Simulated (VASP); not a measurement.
Wanted: the native input for a VASP 6.6.1 run.

```yaml
Task: relaxation of cell and atoms
Functional: PBEsol
Potentials_or_basis: VASP PAW PBE potentials, release 64 (Al)
Cutoff: 600 eV
k_mesh: 11 × 11 × 6
Occupations: fermi-dirac, width 0.05 eV
Spin: no spin polarisation
Dipole_correction: no
Further_INCAR_settings: ALGO = Normal; EDIFF = 1e-07; IBRION = 2; EDIFFG = -0.005; NSW = 80; ISIF = 3
```

The structure of Al lies in POSCAR:

```
Al
1.0
    2.8124553515      0.0000000000      0.0000000000
   -1.4062276757      2.4356577814      0.0000000000
    0.0000000000      0.0000000000      4.8668500000
Al
2
Direct
    0.3333333333      0.6666666667      0.2500000000
    0.6666666667      0.3333333333      0.7500000000
```

The input as run:

INCAR

```
SYSTEM = Al
PREC = Accurate
ENCUT = 600
EDIFF = 1E-7
ISMEAR = -1
SIGMA = 0.05
LREAL = .False.
LASPH = .True.
NELM = 60
ALGO = Normal
ISIF = 3
LWAVE = .False.
LCHARG = .False.
GGA = PS
IBRION = 2
NSW = 80
EDIFFG = -0.005
```

KPOINTS

```
regular mesh
0
Gamma
  11 11 6
  0 0 0
```

Potentials or basis: VASP PAW PBE potentials, release 64 (Al).

Command:

```bash
$ cat potpaw_PBE.64/Al/POTCAR > POTCAR
$ mpirun -np 1 vasp_std > vasp.out
```

Results of the run:

```json
{
  "Relaxed volume": "16.33 Å³/atom",
  "Relaxed cell": "a = 2.836 Å, b = 2.836 Å, c = 4.688 Å, α = 90.00°, β = 90.00°, γ = 120.00°",
  "Space group after relaxing (to 0.05 Å)": "P6_3/mmc (No. 194)",
  "Energy gained by relaxing": "11.2 meV/atom",
  "Ionic steps": "8",
  "Pressure after relaxing": "0.0 GPa",
  "Band gap on the k mesh": "zero (band 3 reaches 12.01 eV, above the bottom of band 4 at 5.00 eV)"
}
```

Caveat: the PAW data sets were made with another functional, which shifts forces and pressure a little.

Run time: 68 s on 1 thread of Intel(R) Xeon(R) Platinum 8259CL CPU @ 2.50GHz (Skylake/Cascade Lake), with other jobs on the host, peak memory 0.15 GiB.
